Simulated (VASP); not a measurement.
Here is a VASP 6.6.1 calculation.

File POSCAR:

```
Mo
1.0
   -1.5945650000      1.5710000000      1.5710000000
    1.5945650000     -1.5710000000      1.5710000000
    1.5945650000      1.5710000000     -1.5710000000
Mo
1
Direct
    0.0000000000      0.0000000000      0.0000000000
```

File INCAR.step1:

```
ALGO = Normal ; EDIFF = 1E-4
ENCUT = 520 ; GGA = PE
ISMEAR = 0 ; LASPH = T
LCHARG = F ; LREAL = F
LWAVE = T ; NBANDS = 13
NELM = 60 ; PREC = Accurate
SIGMA = 0.15
```

File INCAR.step2:

```
ALGO = Normal ; EDIFF = 1E-6
ENCUT = 520 ; ISIF = 2
ISMEAR = 0 ; ISTART = 1
LASPH = T ; LCHARG = F
LMIXTAU = T ; LREAL = F
LWAVE = F ; METAGGA = R2SCAN
NBANDS = 13 ; NELM = 60
PREC = Accurate ; SIGMA = 0.15
```

The input KPOINTS:

```
k-points
0
Gamma
  22 22 22
```

Potentials or basis: VASP PAW PBE potentials, release 64 (Mo_sv).

The run is started by

```sh
$ cat potpaw_PBE.64/Mo_sv/POTCAR > POTCAR
$ cp INCAR.step1 INCAR
$ mpirun -np 1 vasp_std > vasp.out
$ cp INCAR.step2 INCAR
$ mpirun -np 1 vasp_std > vasp.out
```

Problem. Estimate the band gap on the k mesh.

Solution. Zero (bands 7 and 8 overlap by 5.38 eV).

Problem. What does it give for the pressure?

Solution. -0.6 GPa.

Stress tensor (GPa, compression positive):
```
-3.73  0.00  0.00
 0.00  1.01  0.00
 0.00  0.00  1.01
```

Caveat: the cell differs from its parent crystal (strain +0.0150 x Voigt [1, 0, 0, 0, 0, 0]); the PAW data sets were made with another functional, which shifts forces and pressure a little.
